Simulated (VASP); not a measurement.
Set up this calculation in VASP 6.6.1, as the native input.

```
Task                   : relaxation of cell and atoms
Functional             : PBE
Potentials or basis    : VASP PAW PBE potentials, release 64 (Ge_d, Pt)
Cutoff                 : 600 eV
k mesh                 : 4 × 4 × 4
Occupations            : gaussian, width 0.1 eV
Spin                   : no spin polarisation
Dipole correction      : no
Further INCAR settings : ALGO = Normal; EDIFF = 1e-06; IBRION = 2; EDIFFG = -0.04; NSW = 90; ISIF = 3
```

The structure of Ge3Pt lies in POSCAR:

```
Ge3Pt
1.0
    4.6199183100      0.0000000000      0.0000000000
    0.0000000000      4.6199183100      0.0000000000
    0.0000000000      0.0000000000      4.6199183100
Ge Pt
3 1
Direct
    0.5000000000      0.5000000000      0.0000000000
    0.5000000000      0.0000000000      0.5000000000
    0.0000000000      0.5000000000      0.5000000000
    0.0000000000      0.0000000000      0.0000000000
```

These files were run (other wordings do the same):

INCAR

```
ALGO = Normal
EDIFF = 1E-6
EDIFFG = -0.04
ENCUT = 600
GGA = PE
IBRION = 2
ISIF = 3
ISMEAR = 0
LASPH = True
LCHARG = False
LREAL = False
LWAVE = False
NELM = 60
NSW = 90
PREC = Accurate
SIGMA = 0.1
```

KPOINTS

```
k-points
0
Gamma
  4 4 4
```

Potentials or basis: VASP PAW PBE potentials, release 64 (Ge_d, Pt).

The run is started by

```bash
$ cat potpaw_PBE.64/Ge_d/POTCAR potpaw_PBE.64/Pt/POTCAR > POTCAR
$ mpirun -np 1 vasp_std > vasp.out
```

Results of the run:

| Property | Result |
| --- | --- |
| Relaxed volume | 17.84 Å³/atom |
| Relaxed cell | a = 4.148 Å, b = 4.148 Å, c = 4.148 Å, α = 90.00°, β = 90.00°, γ = 90.00° |
| Space group after relaxing (to 0.05 Å) | Pm-3m (No. 221) |
| Energy gained by relaxing | 419.0 meV/atom |
| Ionic steps | 3 |
| Pressure after relaxing | 0.0 GPa |
| Band gap on the k mesh | zero (band 26 reaches 7.99 eV, above the bottom of band 27 at 6.37 eV) |

Caveat: the volume moved by over 15 % at a fixed basis, so the end points are rough; spin-orbit coupling is left out, which moves the levels of the heavy elements.

Wall time 61 s on 1 thread of Intel(R) Xeon(R) Platinum 8488C (Sapphire Rapids) (shared host), peak memory 0.25 GiB.
